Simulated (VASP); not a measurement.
# LiTi12 (a cell with a defect) in VASP: single point with PBE

Aim: the single point of LiTi12 (a cell with a defect) with PBE.

Everything below comes from runs of VASP 6.6.1. Logs are shortened: lines on timing, memory, paths and dates and some standing lists are left out, and cuts for length are marked.

## Step 1: The cell of the first run

The cell holds a defect, 13 atoms: a = 5.900 Å, b = 8.850 Å, c = 4.685 Å, α = 90.00°, β = 90.00°, γ = 120.00°.

## Step 2: Single point, PBE

Contents of INCAR:

```
SYSTEM = LiTi12
PREC = Accurate
ENCUT = 520
EDIFF = 1E-7
ISMEAR = -1
SIGMA = 0.1
LREAL = .False.
LASPH = .True.
NELM = 80
ALGO = Normal
ISIF = 2
LWAVE = .False.
LCHARG = .True.
GGA = PE
LELF = .True.
LVHAR = .True.
NBANDS = 86
```

Contents of KPOINTS:

```
Automatic mesh
0
Gamma
  3 2 3
  0 0 0
```

Contents of POSCAR:

```
LiTi12
1.0
    5.9000000000      0.0000000000      0.0000000000
   -4.4250000000      7.6643250000      0.0000000000
    0.0000000000      0.0000000000      4.6846000000
Ti Li
12 1
Direct
    0.0273310286      0.0157095326      0.0205898325
    0.1948664852      0.2249542018      0.5574939923
   -0.0484399992      0.2817936706      0.1626822182
    0.2294357693      0.6236383391      0.3571725104
   -0.0153210974      0.6798161836     -0.0361524830
    0.1542614367      0.8895249942      0.5017161829
    0.4797324449     -0.0142350464      0.0295645296
    0.6327698312      0.2141753548      0.5735086886
    0.5040177335      0.3467281948      0.0427628909
    0.6752980341      0.5591597820      0.4761489035
    0.5485349975      0.6916348793     -0.0534148496
    0.7025254938      0.9203386995      0.4919745267
    0.0901344417      0.4526102140      0.7598871570
```

Potentials or basis: VASP PAW PBE potentials, release 64 (Ti_sv, Li_sv).

On the command line:

```console
$ cat potpaw_PBE.64/Ti_sv/POTCAR potpaw_PBE.64/Li_sv/POTCAR > POTCAR
$ mpirun -np 1 vasp_std > vasp.out
```

OUTCAR:

```text
SYSTEM = LiTi12
   PREC = Accurate
   ENCUT = 520
   EDIFF = 1E-7
   ISMEAR = -1
   LREAL = .False.
   LASPH = .True.
   NELM = 80
   ISIF = 2
   GGA = PE

 ion  position               nearest neighbor table
   1  0.027  0.016  0.021-   3 2.69   2 2.70  12 2.76   6 2.78   7 2.81   5 2.87  11 2.87   9 2.87

   2  0.195  0.225  0.557-   3 2.54  13 2.57   8 2.63   1 2.70   9 2.77  12 2.82   6 2.87   9 2.89

   3  0.952  0.282  0.163-  13 2.30   2 2.54   8 2.54   1 2.69   7 2.78   4 2.78
   4  0.229  0.624  0.357-  13 2.30   5 2.54  11 2.54   6 2.69   3 2.78  12 2.78
   5  0.985  0.680  0.964-   4 2.54  13 2.57  11 2.63   6 2.70  10 2.78   7 2.84   1 2.87  10 2.88
                             9 2.92
   6  0.154  0.890  0.502-   4 2.69   5 2.70   7 2.77   1 2.78  12 2.81   2 2.87   8 2.87  10 2.88

   7  0.480  0.986  0.030-  12 2.74   8 2.76   6 2.77   3 2.78   1 2.81   5 2.84  11 2.85
   8  0.633  0.214  0.574-   3 2.54  13 2.61   2 2.63   7 2.76   9 2.77  12 2.85   6 2.87
   9  0.504  0.347  0.043-  10 2.60   8 2.77   2 2.77   1 2.87   2 2.89   5 2.92
  10  0.675  0.559  0.476-   9 2.60  11 2.77   5 2.78   5 2.88   6 2.88
  11  0.549  0.692  0.947-   4 2.54  13 2.61   5 2.63  12 2.76  10 2.77   7 2.85   1 2.87
  12  0.703  0.920  0.492-   7 2.74  11 2.76   1 2.76   4 2.78   6 2.81   2 2.82   8 2.85
  13  0.090  0.453  0.760-   3 2.30   4 2.30   2 2.57   5 2.57   8 2.61  11 2.61

  LATTYP: Found a simple monoclinic cell.
 ALAT       =     5.9000000000
 B/A-ratio  =     0.7940000000
 C/A-ratio  =     1.3228756849
 COS(beta)  =    -0.1889822323

  Lattice vectors:

 A1 = (   5.9000000000,   0.0000000000,   0.0000000000)
 A2 = (   0.0000000000,   0.0000000000,   4.6846000000)
 A3 = (  -1.4750000000,  -7.6643250000,   0.0000000000)

Analysis of symmetry for initial positions (statically):
=====================================================================
 Subroutine PRICEL returns:
 Original cell was already a primitive cell.

 Routine SETGRP: Setting up the symmetry group for a
 simple monoclinic supercell.

 Subroutine GETGRP returns: Found  1 space group operations
 (whereof  1 operations were pure point group operations)
 out of a pool of  4 trial point group operations.

The static configuration has the point symmetry C_1 .

Analysis of symmetry for dynamics (positions and initial velocities):
=====================================================================
 Subroutine PRICEL returns:
 Original cell was already a primitive cell.

 Routine SETGRP: Setting up the symmetry group for a
 simple monoclinic supercell.

 Subroutine GETGRP returns: Found  1 space group operations
 (whereof  1 operations were pure point group operations)
 out of a pool of  4 trial point group operations.

The dynamic configuration has the point symmetry C_1 .

 Subroutine INISYM returns: Found  1 space group operations
 (whereof  1 operations are pure point group operations),
 and found     1 'primitive' translations

----------------------------------------------------------------------------------------

                                     Primitive cell

  volume of cell :     211.8354

  direct lattice vectors                    reciprocal lattice vectors
     5.900000000  0.000000000  0.000000000     0.169491525  0.097855976  0.000000000
    -4.425000000  7.664325000  0.000000000     0.000000000  0.130474634  0.000000000
     0.000000000  0.000000000  4.684600000     0.000000000  0.000000000  0.213465397

  length of vectors
     5.900000000  8.850000153  4.684600000     0.195711955  0.130474634  0.213465397

  position of ions in fractional coordinates (direct lattice)
     0.027331029  0.015709533  0.020589833
     0.194866485  0.224954202  0.557493992
     0.951560001  0.281793671  0.162682218
     0.229435769  0.623638339  0.357172510
     0.984678903  0.679816184  0.963847517
     0.154261437  0.889524994  0.501716183
     0.479732445  0.985764954  0.029564530
     0.632769831  0.214175355  0.573508689
     0.504017733  0.346728195  0.042762891
     0.675298034  0.559159782  0.476148903
[... 53 lines left out ...]
|        The reciprocal lattice is simple monoclinic,                         |
|        whereas your k-lattice is hexagonal.                                 |
|                                                                             |
|     Results are often still useful ...                                      |
|                                                                             |
 -----------------------------------------------------------------------------

 Subroutine IBZKPT returns following result:
 ===========================================

 Found     10 irreducible k-points:

 Following reciprocal coordinates:
            Coordinates               Weight
  0.000000  0.000000  0.000000      1.000000
  0.333333 -0.000000  0.000000      2.000000
  0.000000  0.500000  0.000000      1.000000
  0.333333  0.500000  0.000000      2.000000
  0.000000  0.000000  0.333333      2.000000
  0.333333 -0.000000  0.333333      2.000000
 -0.333333  0.000000  0.333333      2.000000
  0.000000  0.500000  0.333333      2.000000
  0.333333  0.500000  0.333333      2.000000
 -0.333333  0.500000  0.333333      2.000000
   k-points           NKPTS =     10   k-points in BZ     NKDIM =     10   number of bands    NBANDS=     86
   number of dos      NEDOS =    301   number of ions     NIONS =     13
   total plane-waves  NPLWV = 120960
   dimension x,y,z NGX =    48 NGY =   70 NGZ =   36
   dimension x,y,z NGXF=    96 NGYF=  140 NGZF=   72
   ions per type =              12   1
   NGX,Y,Z   is equivalent  to a cutoff of  13.53, 13.15, 12.78 a.u.
   NGXF,Y,Z  is equivalent  to a cutoff of  27.05, 26.30, 25.55 a.u.
 SYSTEM =  LiTi12
   PREC   = accura    normal or accurate (medium, high low for compatibility)
   ISTART =      0    job   : 0-new  1-cont  2-samecut
   ICHARG =      2    charge: 1-file 2-atom 10-const
   ISPIN  =      1    spin polarized calculation?
   LNONCOLLINEAR =      F non collinear calculations
   LSORBIT =      F    spin-orbit coupling
   LASPH  =      T    aspherical Exc in radial PAW
   ENCUT  =  520.0 eV  38.22 Ry    6.18 a.u.  10.97 16.46  8.71*2*pi/ulx,y,z
   NELM   =     80;   NELMIN=  2; NELMDL= -5     # of ELM steps
   EDIFF  = 0.1E-06   stopping-criterion for ELM
   LREAL  =      F    real-space projection
   EDIFFG = 0.1E-05   stopping-criterion for IOM
   NSW    =      0    number of steps for IOM
   IBRION =     -1    ionic relax: 0-MD 1-quasi-New 2-CG
   NFREE  =      0    steps in history (QN), initial steepest desc. (CG)
   ISIF   =      2    stress and relaxation
   ISYM   =      2    0-nonsym 1-usesym 2-fastsym
   POTIM  = 0.5000    time-step for ionic-motion
   TEBEG  =    0.0;   TEEND  =   0.0 temperature during run
   PSTRESS=    0.0 pullay stress
   NELECT =     147.0000    total number of electrons
   NUPDOWN=      -1.0000    fix difference up-down
   EMIN   =  10.00;   EMAX   =-10.00  energy-range for DOS
   EFERMI =   0.00;   METHOD = LEGACY
   ISMEAR =    -1;   SIGMA  =   0.10  broadening in eV -4-tet -1-fermi 0-gaus
   EFERMI_NEDOS =   21; number of points for ismear=-14 and -15
   IALGO  =     38    algorithm
   IMIX   =      4    mixing-type and parameters
     AMIX     =   0.40;   BMIX     =  1.00
     AMIX_MAG =   1.60;   BMIX_MAG =  1.00
  volume/ion in A,a.u.               =      16.30       109.96
  Fermi-wavevector in a.u.,A,eV,Ry     =   1.449376  2.738924 28.581642  2.100691
  Thomas-Fermi vector in A             =   2.567110
   LORBIT       =      0    0 simple, 1 ext, 2 COOP (PROOUT), +10 PAW based schemes
   GGA     = PE    functional components
   LHFCALC =     F    Hartree Fock is set to
   AEXX    =    0.0000 exact exchange contribution
   IVDW    =     0    specifies the selected vdW correction
   LEPSILON=     F    determine dielectric tensor
   LRPA    =     F    only Hartree local field effects (RPA)
 non-spin polarized calculation
  energy-cutoff  :      520.00
  volume of cell :      211.84
 maximum number of plane-waves:      5703
 NGX is ok and might be reduce to    48
   NGX = 21   NGY = 33   NGZ = 17

 number of electron     147.0000005 magnetization

 Free energy of the ion-electron system (eV)
  ---------------------------------------------------
  ext. energy  EPLUGINS =         0.00000000
  ---------------------------------------------------
  free energy    TOTEN  =       -93.62205976 eV

  energy without entropy =      -93.06393111  energy(sigma->0) =      -93.34299543

 E-fermi :   8.2269     XC(G=0): -11.5034

 val. band max:        8.2238374892   @ k =   0.0000   0.5000   0.0000
 cond. band min:       8.2270231345   @ k =  -0.3333   0.0000   0.3333
 fundamental gap:      0.0031856453
 Fermi energy:         8.2269094665

 k-point     1 :       0.0000    0.0000    0.0000
  band No.  band energies     occupation
      1     -48.4529      2.00000
      2     -48.3644      2.00000
      3     -48.3637      2.00000
      4     -48.2782      2.00000
      5     -48.2524      2.00000
      6     -48.2489      2.00000
[... 869 lines left out ...]
     84       9.2750      0.00006
     85       9.3502      0.00003
 [bands above 85 left out]

------------------------ aborting loop because EDIFF is reached ----------------------------------------

  FORCE on cell =-STRESS in cart. coord.  units (eV):
  Direction    XX          YY          ZZ          XY          YZ          ZX
  --------------------------------------------------------------------------------------
  -------------------------------------------------------------------------------------
  Total        4.0550191      6.1504415     11.4752474      1.1888604     -2.2173292     -0.7500748
  in kB       30.6693835     46.5177216     86.7909017      8.9917248    -16.7703571     -5.6730518
  external PRESSURE =      54.6593356 kB  Pullay stress =       0.0000000 kB

 VOLUME and BASIS-vectors are now :
 -----------------------------------------------------------------------------
  energy-cutoff  :      520.00
  volume of cell :      211.84
      direct lattice vectors                 reciprocal lattice vectors
     5.900000000  0.000000000  0.000000000     0.169491525  0.097855976  0.000000000
    -4.425000000  7.664325000  0.000000000     0.000000000  0.130474634  0.000000000
     0.000000000  0.000000000  4.684600000     0.000000000  0.000000000  0.213465397

 POSITION                                       TOTAL-FORCE (eV/Angst)
 -----------------------------------------------------------------------------------
      0.09174      0.12040      0.09646        -0.003890      0.006170      0.000128
      0.15429      1.72412      2.61164         0.014672     -0.013088     -0.013670
      4.36727      2.15976      0.76210         0.033942     -0.001313      0.000632
     -1.40593      4.77977      1.67321        -0.031257      0.009226      0.013296
      2.80142      5.21033      4.51524         0.025245      0.030993     -0.017196
     -3.02601      6.81761      2.35034         0.006446     -0.001444      0.000490
     -1.53159      7.55522      0.13850        -0.001446     -0.042309      0.008776
      2.78562      1.64151      2.68666        -0.029528     -0.012264     -0.016806
      1.43943      2.65744      0.20033         0.006112     -0.011675      0.018244
      1.50998      4.28558      2.23057         0.020923      0.002921      0.022076
      0.17587      5.30091      4.43437        -0.012654      0.007949     -0.001823
      0.07240      7.05377      2.30470        -0.031508      0.008157     -0.015876
     -1.47101      3.46895      3.55977         0.002942      0.016678      0.001730
 -----------------------------------------------------------------------------------
    total drift:                                0.000238      0.000024      0.000543

  FREE ENERGIE OF THE ION-ELECTRON SYSTEM (eV)
  ---------------------------------------------------
  free  energy   TOTEN  =       -93.6220597589 eV

  energy  without entropy=      -93.0639311052  energy(sigma->0) =      -93.34299543
```

It took 8.5 min on 1 thread of Intel Xeon Platinum 8259CL at 2.50GHz (Skylake/Cascade Lake), shared host; peak memory 0.4 GiB.

Results:

| Quantity | Value |
| --- | --- |
| Free energy | -93.6221 eV |
| Largest force | 0.044 eV/Å |
| Band gap on the k mesh | zero (an odd number of electrons rules out a gap without spin polarisation) |

Forces in eV/Å, atoms in the order of the input:
```
Ti  -0.004  0.006  0.000
Ti   0.015 -0.013 -0.014
Ti   0.034 -0.001  0.001
Ti  -0.031  0.009  0.013
Ti   0.025  0.031 -0.017
Ti   0.006 -0.001  0.000
Ti  -0.001 -0.042  0.009
Ti  -0.030 -0.012 -0.017
Ti   0.006 -0.012  0.018
Ti   0.021  0.003  0.022
Ti  -0.013  0.008 -0.002
Ti  -0.032  0.008 -0.016
Li   0.003  0.017  0.002
```

Caveat: the k points lie up to 0.45 Å⁻¹ apart, too coarse for converged energies and pressures of a metal; the cutoff is under 1.25 times the usual one of these potentials, so pressure, stress and relaxed cells hold a basis-set (Pulay) error.
